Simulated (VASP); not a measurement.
# Ge (I4_1/amd) in VASP: notebook

Runs on Ge. Level: PBE. Tasks: single point.

Everything below comes from runs of VASP 6.6.1. Logs are shortened: lines on timing, memory, paths and dates and some standing lists are left out, and cuts for length are marked.

## 1. The cell of the first run

It takes space group I4_1/amd (No. 141, tetragonal). The conventional cell has a = 4.063 Å, b = 4.063 Å, c = 6.487 Å, α = 90.00°, β = 90.00°, γ = 90.00°. Within 3.4 Å of Ge (site symmetry -4m2) lie 4 Ge at 2.60 Å.

## 2. Single point, PBE (26.77 Å³/atom)

Input file INCAR:

```
SYSTEM = Ge
PREC = Accurate
ENCUT = 520
EDIFF = 1E-6
ISMEAR = 0
SIGMA = 0.15
LREAL = .FALSE.
LASPH = .TRUE.
NELM = 100
ALGO = Normal
ISIF = 2
LWAVE = .FALSE.
LCHARG = .FALSE.
GGA = PE
NBANDS = 21
```

Input file KPOINTS:

```
Automatic mesh
0
G
  14 14 14
  0 0 0
```

Input file POSCAR:

```
Ge
1.0
    0.0000000000      2.8728485743      3.2434460404
    2.8728485743      0.0000000000      3.2434460404
    2.8728485743      2.8728485743      0.0000000000
Ge
2
Direct
    0.5000000000      0.5000000000      0.5000000000
    0.7500000000      0.7500000000      0.7500000000
```

Potentials or basis: VASP PAW PBE potentials, release 64 (Ge_d).

Command:

```console
cat potpaw_PBE.64/Ge_d/POTCAR > POTCAR
mpirun -np 1 vasp_std > vasp.out
```

OUTCAR:

```text
SYSTEM = Ge
   PREC = Accurate
   ENCUT = 520
   EDIFF = 1E-6
   ISMEAR = 0
   LREAL = .FALSE.
   LASPH = .TRUE.
   NELM = 100
   ISIF = 2
   GGA = PE

 ion  position               nearest neighbor table
   1  0.500  0.500  0.500-   2 2.60   2 2.60   2 2.60   2 2.60
   2  0.750  0.750  0.750-   1 2.60   1 2.60   1 2.60   1 2.60

  LATTYP: Found a body centered tetragonal cell.
 ALAT       =     4.0628214164
 C/A-ratio  =     1.5966471119

  Lattice vectors:

 A1 = (  -2.8728485743,   0.0000000000,   3.2434460404)
 A2 = (   2.8728485743,   0.0000000000,   3.2434460404)
 A3 = (   0.0000000000,   2.8728485743,  -3.2434460404)

Analysis of symmetry for initial positions (statically):
=====================================================================
 Subroutine PRICEL returns:
 Original cell was already a primitive cell.

 Routine SETGRP: Setting up the symmetry group for a
 body centered tetragonal supercell.

 Subroutine GETGRP returns: Found 16 space group operations
 (whereof  8 operations were pure point group operations)
 out of a pool of 16 trial point group operations.

The static configuration has the point symmetry D_2d.
 The point group associated with its full space group is D_4h.

Analysis of symmetry for dynamics (positions and initial velocities):
=====================================================================
 Subroutine PRICEL returns:
 Original cell was already a primitive cell.

 Routine SETGRP: Setting up the symmetry group for a
 body centered tetragonal supercell.

 Subroutine GETGRP returns: Found 16 space group operations
 (whereof  8 operations were pure point group operations)
 out of a pool of 16 trial point group operations.

The dynamic configuration has the point symmetry D_2d.
 The point group associated with its full space group is D_4h.

 Subroutine INISYM returns: Found 16 space group operations
 (whereof  8 operations are pure point group operations),
 and found     1 'primitive' translations

----------------------------------------------------------------------------------------

                                     Primitive cell

  volume of cell :      53.5380

  direct lattice vectors                    reciprocal lattice vectors
     0.000000000  2.872848574  3.243446040    -0.174043284  0.174043284  0.154157027
     2.872848574  0.000000000  3.243446040     0.174043284 -0.174043284  0.154157027
     2.872848574  2.872848574  0.000000000     0.174043284  0.174043284 -0.154157027

  length of vectors
[... 81 lines left out ...]
   NELM   =    100;   NELMIN=  2; NELMDL= -5     # of ELM steps
   EDIFF  = 0.1E-05   stopping-criterion for ELM
   LREAL  =      F    real-space projection
   EDIFFG = 0.1E-04   stopping-criterion for IOM
   NSW    =      0    number of steps for IOM
   IBRION =     -1    ionic relax: 0-MD 1-quasi-New 2-CG
   NFREE  =      0    steps in history (QN), initial steepest desc. (CG)
   ISIF   =      2    stress and relaxation
   ISYM   =      2    0-nonsym 1-usesym 2-fastsym
   POTIM  = 0.5000    time-step for ionic-motion
   TEBEG  =    0.0;   TEEND  =   0.0 temperature during run
   PSTRESS=    0.0 pullay stress
   NELECT =      28.0000    total number of electrons
   NUPDOWN=      -1.0000    fix difference up-down
   EMIN   =  10.00;   EMAX   =-10.00  energy-range for DOS
   EFERMI =   0.00;   METHOD = LEGACY
   ISMEAR =     0;   SIGMA  =   0.15  broadening in eV -4-tet -1-fermi 0-gaus
   EFERMI_NEDOS =   21; number of points for ismear=-14 and -15
   IALGO  =     38    algorithm
   IMIX   =      4    mixing-type and parameters
     AMIX     =   0.40;   BMIX     =  1.00
     AMIX_MAG =   1.60;   BMIX_MAG =  1.00
  volume/ion in A,a.u.               =      26.77       180.65
  Fermi-wavevector in a.u.,A,eV,Ry     =   1.318986  2.492522 23.670377  1.739724
  Thomas-Fermi vector in A             =   2.448916
   LORBIT       =      0    0 simple, 1 ext, 2 COOP (PROOUT), +10 PAW based schemes
   GGA     = PE    functional components
   LHFCALC =     F    Hartree Fock is set to
   AEXX    =    0.0000 exact exchange contribution
   IVDW    =     0    specifies the selected vdW correction
   LEPSILON=     F    determine dielectric tensor
   LRPA    =     F    only Hartree local field effects (RPA)
 non-spin polarized calculation
 Gauss-broadening in eV      SIGMA  =   0.15
  energy-cutoff  :      520.00
  volume of cell :       53.54
 maximum number of plane-waves:      1461
   NGX = 17   NGY = 17   NGZ = 15

 number of electron      28.0000017 magnetization

 Free energy of the ion-electron system (eV)
  ---------------------------------------------------
  ext. energy  EPLUGINS =         0.00000000
  ---------------------------------------------------
  free energy    TOTEN  =        -8.83457350 eV

  energy without entropy =       -8.83278069  energy(sigma->0) =       -8.83367709

 E-fermi :   3.5319     XC(G=0):  -9.1752

 val. band max:        3.5307155714   @ k =  -0.1429   0.1429   0.0000
 cond. band min:       3.5445926478   @ k =   0.0714   0.0714   0.0000
 fundamental gap:      0.0138770764
 Fermi energy:         3.5319305836

 k-point     1 :       0.0000    0.0000    0.0000
  band No.  band energies     occupation
      1     -21.1507      2.00000
      2     -21.1507      2.00000
      3     -21.1407      2.00000
      4     -21.1253      2.00000
      5     -21.1202      2.00000
      6     -21.0175      2.00000
[... 565 lines left out ...]
     20      12.0332      0.00000
     21      13.3273      0.00000

 [... further k-points ...]

------------------------ aborting loop because EDIFF is reached ----------------------------------------

  FORCE on cell =-STRESS in cart. coord.  units (eV):
  Direction    XX          YY          ZZ          XY          YZ          ZX
  --------------------------------------------------------------------------------------
  -------------------------------------------------------------------------------------
  Total       -0.7857958     -0.7857958     -3.4012940      0.0000000      0.0000000      0.0000000
  in kB      -23.5157140    -23.5157140   -101.7870686      0.0000000      0.0000000      0.0000000
  external PRESSURE =     -49.6061655 kB  Pullay stress =       0.0000000 kB

 VOLUME and BASIS-vectors are now :
 -----------------------------------------------------------------------------
  energy-cutoff  :      520.00
  volume of cell :       53.54
      direct lattice vectors                 reciprocal lattice vectors
     0.000000000  2.872848574  3.243446040    -0.174043284  0.174043284  0.154157027
     2.872848574  0.000000000  3.243446040     0.174043284 -0.174043284  0.154157027
     2.872848574  2.872848574  0.000000000     0.174043284  0.174043284 -0.154157027

 POSITION                                       TOTAL-FORCE (eV/Angst)
 -----------------------------------------------------------------------------------
      2.87285      2.87285      3.24345         0.000000      0.000000      0.000000
      4.30927      4.30927      4.86517        -0.000000     -0.000000      0.000000
 -----------------------------------------------------------------------------------
    total drift:                               -0.000000     -0.000000      0.000000

  FREE ENERGIE OF THE ION-ELECTRON SYSTEM (eV)
  ---------------------------------------------------
  free  energy   TOTEN  =        -8.8345734982 eV

  energy  without entropy=       -8.8327806885  energy(sigma->0) =       -8.83367709
```

OSZICAR:

```text
N       E                     dE             d eps       ncg     rms          rms(c)
DAV:   1     0.196718784887E+03    0.19672E+03   -0.14726E+04 11331   0.341E+03
DAV:   2     0.206369182918E+02   -0.17608E+03   -0.17092E+03 10288   0.624E+02
DAV:   3    -0.782232352559E+01   -0.28459E+02   -0.28269E+02 11968   0.146E+02
DAV:   4    -0.885957815907E+01   -0.10373E+01   -0.10367E+01 11448   0.325E+01
DAV:   5    -0.887797323083E+01   -0.18395E-01   -0.18395E-01 11778   0.490E+00    0.248E+00
DAV:   6    -0.884925698426E+01    0.28716E-01   -0.16639E-02 13616   0.163E+00    0.147E+00
DAV:   7    -0.883303923804E+01    0.16218E-01   -0.30164E-02 11351   0.194E+00    0.130E-01
DAV:   8    -0.883428114168E+01   -0.12419E-02   -0.51122E-03 11426   0.100E+00    0.455E-02
DAV:   9    -0.883453870713E+01   -0.25757E-03   -0.27238E-04 11316   0.159E-01    0.138E-02
DAV:  10    -0.883457085835E+01   -0.32151E-04   -0.55815E-05 11738   0.771E-02    0.511E-03
DAV:  11    -0.883457360523E+01   -0.27469E-05   -0.68127E-06 11315   0.363E-02    0.212E-03
DAV:  12    -0.883457349821E+01    0.10702E-06   -0.36713E-07  7754   0.113E-02
   1 F= -.88345735E+01 E0= -.88336771E+01  d E =-.179281E-02
```

Wall time 79 s (1 thread of Intel Xeon 6975P-C (Granite Rapids), shared host); peak memory 0.33 GiB.

What came out:

```
Free energy            : -8.8346 eV
Pressure               : -5.0 GPa
Band gap on the k mesh : zero (bands 14 and 15 overlap by 0.77 eV)
```

Caveat: the stress differs along the axes, from -10 to -2 GPa; semilocal functionals underestimate gaps, and a narrow one can read as zero.

## 3. Single point, PBE (26.77 Å³/atom)

Input file INCAR:

```
SYSTEM = Ge
  PREC = Accurate
  ENCUT = 520
  EDIFF = 1E-6
  ISMEAR = 0
  SIGMA = 0.15
  LREAL = .False.
  LASPH = .True.
  NELM = 60
  ALGO = Normal
  ISIF = 2
  LWAVE = .False.
  LCHARG = .False.
  GGA = PE
  NBANDS = 21
```

Input file KPOINTS:

```
regular mesh
0
Gamma
  14 14 14
  0 0 0
```

Input file POSCAR:

```
Ge
1.0
    0.0000000000      3.1149315030      2.7588948322
    3.1149315030      0.0000000000      2.7588948322
    3.1149315030      3.1149315030      0.0000000000
Ge
2
Direct
    0.5000000000      0.5000000000      0.5000000000
    0.7500000000      0.7500000000      0.7500000000
```

Potentials or basis: VASP PAW PBE potentials, release 64 (Ge_d).

Command:

```console
cat potpaw_PBE.64/Ge_d/POTCAR > POTCAR
mpirun -np 1 vasp_std > vasp.out
```

Wall time 94 s (1 thread of Intel Xeon 6975P-C (Granite Rapids), shared host); peak memory 0.34 GiB.

Results (log left out):

```
Free energy            : -8.8540 eV
Pressure               : -5.1 GPa
Band gap on the k mesh : zero (bands 14 and 15 overlap by 0.60 eV)
```

Stress tensor (GPa, compression positive):
```
-6.98  0.00  0.00
 0.00 -6.98  0.00
 0.00  0.00 -1.30
```

Levels at points of the mesh, in eV from the Fermi level:
```tsv
k point	band 11	band 12	band 13	band 14	band 15	band 16	band 17	band 18
(0.00, 0.00, 0.00)	-11.53	-1.44	-0.18	-0.18	0.55	2.19	2.78	2.78
(0.50, 0.00, 0.00)	-9.81	-6.89	-1.51	-0.69	-0.36	3.42	4.08	7.16
(0.50, 0.50, 0.00)	-7.98	-7.98	-2.91	-2.91	0.49	0.49	8.31	8.31
(0.50, 0.00, 0.50)	-8.39	-8.39	-2.19	-2.19	1.25	1.25	7.70	7.70
```

Caveat: the stress differs along the axes, from -7 to -1 GPa; semilocal functionals underestimate gaps, and a narrow one can read as zero.

[end of part 1 of 2]

The gap in the log of VASP goes by the Fermi energy; the results here count the filled bands.